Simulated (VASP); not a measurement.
# Ta in VASP: a series of runs, part 2 of 2

VASP 6.6.1. The steps go on from the part before.

### 4 Single point, PBE, collinear spin

This run uses another cell than the first one: it holds 4 atoms, not 5.

File INCAR:

```
SYSTEM = Ta
PREC = Accurate
ENCUT = 520
EDIFF = 1E-6
ISMEAR = 0
SIGMA = 0.05
LREAL = .False.
LASPH = .True.
NELM = 150
ALGO = Normal
ISIF = 2
LWAVE = .False.
LCHARG = .False.
ISPIN = 2
MAGMOM = 1.5 1.5 1.5 1.5
LORBIT = 11
LMAXMIX = 4
GGA = PE
NBANDS = 34
```

File KPOINTS:

```
regular mesh
0
Gamma
  1 1 13
  0 0 0
```

File POSCAR:

```
Ta
1.0
   11.7000000000      0.0000000000      0.0000000000
    0.0000000000      9.3000000000      0.0000000000
    0.0000000000      0.0000000000      5.1734810491
Ta
4
Direct
    0.3839283098      0.5000000000      0.0000000000
    0.3839283098      0.5000000000      0.5000000000
    0.6160716902      0.5000000000      0.0000000000
    0.6160716902      0.5000000000      0.5000000000
```

Potentials or basis: VASP PAW PBE potentials, release 64 (Ta_pv).

The run is started by

```sh
> cat potpaw_PBE.64/Ta_pv/POTCAR > POTCAR
> mpirun -np 1 vasp_std > vasp.out
```

OUTCAR:

```text
SYSTEM = Ta
   PREC = Accurate
   ENCUT = 520
   EDIFF = 1E-6
   ISMEAR = 0
   LREAL = .False.
   LASPH = .True.
   NELM = 150
   ISIF = 2
   ISPIN = 2
   LORBIT = 11
   GGA = PE

 ion  position               nearest neighbor table
   1  0.384  0.500  0.000-   2 2.59   2 2.59   3 2.72
   2  0.384  0.500  0.500-   1 2.59   1 2.59   4 2.72
   3  0.616  0.500  0.000-   4 2.59   4 2.59   1 2.72
   4  0.616  0.500  0.500-   3 2.59   3 2.59   2 2.72

  LATTYP: Found a simple orthorhombic cell.
 ALAT       =     5.1734810491
 B/A-ratio  =     1.7976290841
 C/A-ratio  =     2.2615333639

  Lattice vectors:

 A1 = (   0.0000000000,   0.0000000000,  -5.1734810491)
 A2 = (   0.0000000000,   9.3000000000,   0.0000000000)
 A3 = (  11.7000000000,   0.0000000000,   0.0000000000)

Analysis of symmetry for initial positions (statically):
=====================================================================
 Subroutine PRICEL returns following result:

  LATTYP: Found a simple orthorhombic cell.
 ALAT       =     2.5867405246
 B/A-ratio  =     3.5952581682
[... 733 lines left out ...]
  Direction    XX          YY          ZZ          XY          YZ          ZX
  --------------------------------------------------------------------------------------
  -------------------------------------------------------------------------------------
  Total       -5.3017689     -0.1693431     -4.6155641      0.0000000      0.0000000      0.0000000
  in kB      -15.0896686     -0.4819770    -13.1366217      0.0000000      0.0000000      0.0000000
  external PRESSURE =      -9.5694224 kB  Pullay stress =       0.0000000 kB

 VOLUME and BASIS-vectors are now :
 -----------------------------------------------------------------------------
  energy-cutoff  :      520.00
  volume of cell :      562.93
      direct lattice vectors                 reciprocal lattice vectors
    11.700000000  0.000000000  0.000000000     0.085470085  0.000000000  0.000000000
     0.000000000  9.300000000  0.000000000     0.000000000  0.107526882  0.000000000
     0.000000000  0.000000000  5.173481049     0.000000000  0.000000000  0.193293450

 POSITION                                       TOTAL-FORCE (eV/Angst)
 -----------------------------------------------------------------------------------
      4.49196      4.65000      0.00000         0.982845      0.000000      0.000000
      4.49196      4.65000      2.58674         0.982845      0.000000      0.000000
      7.20804      4.65000      0.00000        -0.982845      0.000000     -0.000000
      7.20804      4.65000      2.58674        -0.982845      0.000000     -0.000000
 -----------------------------------------------------------------------------------
    total drift:                               -0.000000      0.000000     -0.000000

  FREE ENERGIE OF THE ION-ELECTRON SYSTEM (eV)
  ---------------------------------------------------
  free  energy   TOTEN  =       -31.3032761190 eV

  energy  without entropy=      -31.2957660254  energy(sigma->0) =      -31.29952107

 total charge

# of ion       s       p       d       tot
------------------------------------------
    1        0.449   6.011   2.394   8.854
    2        0.449   6.011   2.394   8.854
    3        0.449   6.011   2.394   8.854
    4        0.449   6.011   2.394   8.854
--------------------------------------------------
tot          1.796  24.044   9.575  35.415

 magnetization (x)

# of ion       s       p       d       tot
------------------------------------------
    1        0.006   0.009   0.089   0.103
    2        0.006   0.009   0.089   0.103
    3        0.006   0.009   0.089   0.103
    4        0.006   0.009   0.089   0.103
--------------------------------------------------
tot          0.023   0.034   0.357   0.413
```

stdout:

```text
POSCAR found type information on POSCAR Ta
 POSCAR found :  1 types and       4 ions
 scaLAPACK will be used
 LDA part: xc-table for (Slater+PW92), standard interpolation
 POSCAR, INCAR and KPOINTS ok, starting setup
 FFT: planning ... GRIDC
 FFT: planning ... GRID_SOFT
 FFT: planning ... GRID
 WAVECAR not read
 entering main loop
```

It took 12 min on 1 thread of Intel Xeon Platinum 8259CL at 2.50GHz (Skylake/Cascade Lake), shared host; peak memory 0.82 GiB.

What came out:

| Property | Result |
| --- | --- |
| Free energy | -31.3033 eV |
| Largest force | 0.983 eV/Å |
| Net moment | 0.77 μB per cell |
| Site moments | Ta +0.10 μB |
| Valence electrons inside the program's atomic spheres | Ta 8.85 |

Forces on the atoms (eV/Å):
```
Ta   0.983  0.000  0.000
Ta   0.983  0.000  0.000
Ta  -0.983  0.000  0.000
Ta  -0.983  0.000  0.000
```

Levels at points of the mesh, in eV from the Fermi level:
Spin up:
```
           k point  band 21  band 22  band 23  band 24  band 25  band 26
(0.00, 0.00, 0.00)    -0.44    -0.38    -0.30     0.84     0.86     0.99
```
Spin down:
```tsv
k point	band 20	band 21	band 22	band 23	band 24	band 25
(0.00, 0.00, 0.00)	-0.58	-0.32	-0.25	-0.03	0.88	1.00
```

Caveat: a moment this small can come from the mesh or the smearing; spin-orbit coupling is left out, which moves the levels of the heavy elements.

### 5 Summary

| spin | cell | k mesh | gap on the mesh (eV) | largest force (eV/Å) |
| --- | --- | --- | --- | --- |
| off | a = 12.300, b = 12.600, c = 3.126 Å, 5 atoms, atomic positions A | 1 × 1 × 16 | none | 0.02 |
| off | a = 12.300, b = 12.600, c = 3.319 Å, 5 atoms, atomic positions B | 1 × 1 × 16 | none | 3.33 |
| collinear | a = 11.700, b = 9.300, c = 5.173 Å, 4 atoms, atomic positions C | 1 × 1 × 13 | none | 0.98 |

Alike in all rows: task single point; level PBE; potentials or basis VASP PAW PBE potentials, release 64 (Ta_pv); cutoff (eV) 520; smearing gaussian 0.05 eV.

Caveats: spin-orbit coupling is left out, which moves the levels of the heavy elements; a moment this small can come from the mesh or the smearing (at least some runs).

Absolute energies hang on the potentials; compare differences alone.
